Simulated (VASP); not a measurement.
The system is LiCl.

```
Li Cl
1.0
     0.00000    2.55604    2.55604
     2.46376    0.00000    2.55604
     2.46376    2.55604    0.00000
Li Cl
1 1
Direct
  0.00000 0.00000 0.00000
  0.50000 0.50000 0.50000
```

This cell differs from its parent crystal: uniaxial x strain -3.6%.

Program: VASP 6.6.1. Alike in all runs: task single point; potentials or basis VASP PAW PBE potentials, release 64 (Li_sv, Cl); no spin polarisation; cell as given; cutoff (eV) 520.

Task: Order these runs on this cell by their band gap on the k mesh, lowest first.
A. level HSE06; k mesh 6 × 6 × 6; smearing gaussian 0.01 eV; grid for exact exchange (PRECFOCK) Normal; share of exact exchange 0.25; screening parameter 0.2079 1/Å
B. level PBE; k mesh 8 × 8 × 8; smearing fermi-dirac 0.02 eV
C. level r2SCAN; k mesh 8 × 8 × 8; smearing gaussian 0.01 eV

Result: B (6.58 eV), C (7.55 eV), A (7.99 eV).

A k mesh can miss the band edges.
